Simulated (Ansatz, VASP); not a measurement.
# Si: VASP beside Ansatz

File INCAR:

```
  ALGO = Normal
  EDIFF = 1E-6
  EDIFFG = -0.04
  ENCUT = 600
  GGA = PE
  IBRION = 2
  ISIF = 3
  ISMEAR = 0
  LASPH = True
  LCHARG = False
  LREAL = False
  LWAVE = False
  NELM = 80
  NSW = 90
  PREC = Accurate
  SIGMA = 0.1
```

KPOINTS

```
k-points
0
Gamma
  4 4 4
```

POSCAR

```
Si
1.0
    6.1831679600      0.0000000000      0.0000000000
    0.0000000000      6.1831679600      0.0000000000
    0.0000000000      0.0000000000      4.9766435100
Si
8
Direct
    0.5000000000      0.0000000000      0.7874207200
    0.0000000000      0.5000000000      0.7874207200
    0.2422528100      0.0000000000      0.5000000000
    0.7577471900      0.0000000000      0.5000000000
    0.0000000000      0.2422528100      0.5000000000
    0.0000000000      0.7577471900      0.5000000000
    0.5000000000      0.0000000000      0.2125792800
    0.0000000000      0.5000000000      0.2125792800
```

Input for Ansatz:

```yaml
crystal:
  lattice:
    - [6.18316796, 0.0, 0.0]
    - [0.0, 6.18316796, 0.0]
    - [0.0, 0.0, 4.97664351]
  atoms:
    - { symbol: Si, position: [0.5, 0.0, 0.78742072] }
    - { symbol: Si, position: [0.0, 0.5, 0.78742072] }
    - { symbol: Si, position: [0.24225281, 0.0, 0.5] }
    - { symbol: Si, position: [0.75774719, 0.0, 0.5] }
    - { symbol: Si, position: [0.0, 0.24225281, 0.5] }
    - { symbol: Si, position: [0.0, 0.75774719, 0.5] }
    - { symbol: Si, position: [0.5, 0.0, 0.21257928] }
    - { symbol: Si, position: [0.0, 0.5, 0.21257928] }
basis:
  ecutwfc: 420
kpoints:
  mp_grid: { grid: [4, 4, 4] }
hamiltonian:
  xc: pbe
scf:
  occupations: { method: gaussian, width: 0.1 }
  lower_state_search: "off"
output:
  forces: true
  stress: true
  eigenvalues: true
relax:
  adjacent_minimum: "off"
  f_tol: 0.04
  max_steps: 70
  cell: { stress_tol: 0.4 }
```

Alike in both runs: task relaxation of cell and atoms; functional PBE; k mesh 4 × 4 × 4; occupations gaussian, width 0.1 eV; no spin polarisation.

|  | VASP | Ansatz |
| --- | --- | --- |
| version | VASP 6.6.1 | Ansatz 0.2.0 |
| potentials or method | VASP PAW PBE potentials, release 64 (Si), cutoff 600 eV | scalar-relativistic, plane waves, PAW |
| valence electrons in the cell | 32 | 32 |

```csv
,VASP,Ansatz,Ansatz less VASP
"gap on the k mesh at the Fermi level, each at its own relaxed structure (eV)",none,none,-
relaxed volume (Å³/atom),31.40,31.34,-0.064
relaxed cell length with the largest relative difference (Å),6.889,6.880,-0.0086
```

A gap of «none» marks a metal or a gap that the smearing closes.

Noted on VASP's run: the volume moved by over 15 % at a fixed basis, so the end points are rough.
